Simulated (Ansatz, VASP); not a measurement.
# Two plane-wave programs on HC20

The input INCAR:

```
SYSTEM = HC20
  ALGO = Normal
  DIPOL = 0.5 0.5 0.303
  EDIFF = 1E-6
  ENCUT = 520
  GGA = PE
  IDIPOL = 3
  ISIF = 2
  ISMEAR = 0
  IVDW = 12
  LASPH = .True.
  LCHARG = .False.
  LDIPOL = .True.
  LREAL = Auto
  LWAVE = .False.
  NBANDS = 56
  NELM = 80
  PREC = Accurate
  SIGMA = 0.1
```

Contents of KPOINTS:

```
k-points
0
Gamma
  6 4 1
  0 0 0
```

File POSCAR:

```
HC20
1.0
    4.9292027291      0.0000000000      0.0000000000
    0.0000000000      6.8054113579      0.0000000000
    0.0000000000      0.0000000000     22.2346643469
C H
20 1
Direct
    0.3122885183      0.2500141188      0.1798992752
    0.8122885183      0.2500141188      0.1798992752
    0.0622635010      0.2500141188      0.2119095571
    0.5622635010      0.2500141188      0.2119095571
    0.1871989222      0.7499858812      0.2279080302
    0.6871989222      0.7499858812      0.2279080302
    0.4371739048      0.7499858812      0.2599183120
    0.9371739048      0.7499858812      0.2599183120
    0.0621093260      0.2500141188      0.2759167852
    0.5621093260      0.2500141188      0.2759167852
    0.3120409925      0.2500133946      0.3071026518
    0.8120409925      0.2500133946      0.3071026518
    0.4371093881      0.7499905632      0.3309339292
    0.9371093881      0.7499905632      0.3309339292
    0.1866551682      0.7499900467      0.3565506911
    0.6866551682      0.7499900467      0.3565506911
    0.3119519864      0.2500147752      0.3740490919
    0.8119519864      0.2500147752      0.3740490919
    0.0621664184      0.2500173699      0.4018349100
    0.5621664184      0.2500173699      0.4018349100
    0.3121664184      0.7500173699      0.5142719570
```

Input for Ansatz:

```yaml
crystal:
  lattice:
    - [4.9292027291, 0.0, 0.0]
    - [0.0, 6.8054113579, 0.0]
    - [0.0, 0.0, 22.2346643469]
  atoms:
    - { symbol: C, position: [0.3122885183, 0.2500141188, 0.1798992752] }
    - { symbol: C, position: [0.8122885183, 0.2500141188, 0.1798992752] }
    - { symbol: C, position: [0.062263501, 0.2500141188, 0.2119095571] }
    - { symbol: C, position: [0.562263501, 0.2500141188, 0.2119095571] }
    - { symbol: C, position: [0.1871989222, 0.7499858812, 0.2279080302] }
    - { symbol: C, position: [0.6871989222, 0.7499858812, 0.2279080302] }
    - { symbol: C, position: [0.4371739048, 0.7499858812, 0.259918312] }
    - { symbol: C, position: [0.9371739048, 0.7499858812, 0.259918312] }
    - { symbol: C, position: [0.062109326, 0.2500141188, 0.2759167852] }
    - { symbol: C, position: [0.562109326, 0.2500141188, 0.2759167852] }
    - { symbol: C, position: [0.3120409925, 0.2500133946, 0.3071026518] }
    - { symbol: C, position: [0.8120409925, 0.2500133946, 0.3071026518] }
    - { symbol: C, position: [0.4371093881, 0.7499905632, 0.3309339292] }
    - { symbol: C, position: [0.9371093881, 0.7499905632, 0.3309339292] }
    - { symbol: C, position: [0.1866551682, 0.7499900467, 0.3565506911] }
    - { symbol: C, position: [0.6866551682, 0.7499900467, 0.3565506911] }
    - { symbol: C, position: [0.3119519864, 0.2500147752, 0.3740490919] }
    - { symbol: C, position: [0.8119519864, 0.2500147752, 0.3740490919] }
    - { symbol: C, position: [0.0621664184, 0.2500173699, 0.40183491] }
    - { symbol: C, position: [0.5621664184, 0.2500173699, 0.40183491] }
    - { symbol: H, position: [0.3121664184, 0.7500173699, 0.514271957] }
basis:
  ecutwfc: 420
kpoints:
  mp_grid: { grid: [6, 4, 1] }
hamiltonian:
  xc: pbe
  pseudopotentials: { kind: paw, azcp: { folder: soft_1 } }
  dispersion: d3bj
scf:
  occupations: { method: gaussian, width: 0.1 }
output:
  forces: true
  eigenvalues: true
  write_density: true
  write_potential: true
  elf: true
  volumetric_format: npy
efield:
  axis: 3
  dipole_correction: true
  ramp_width: 0.04
```

Alike in both runs: task single point; functional PBE; dispersion D3(BJ); k mesh 6 × 4 × 1; occupations gaussian, width 0.1 eV; no spin polarisation.

```csv
,VASP,Ansatz
version,VASP 6.6.1,Ansatz 0.2.0
potentials or method,"VASP PAW PBE potentials, release 64 (C, H), cutoff 520 eV","scalar-relativistic, plane waves, PAW"
valence electrons in the cell,81,81
```

Ansatz gave:

| Property | Result |
| --- | --- |
| gap on the k mesh at the Fermi level (eV) | none |
| rms of the force components (eV/Å) | 1.098 |

Task: Which values does VASP return?

Result: gap on the k mesh at the Fermi level (eV): none; rms of the force components (eV/Å): 1.091.

Atom by atom the forces differ by 0.012 eV/Å (rms over components). A gap of «none» marks a metal or a gap that the smearing closes. Ansatz's warnings: vacuum below fermi, xc potential rough in thin density.
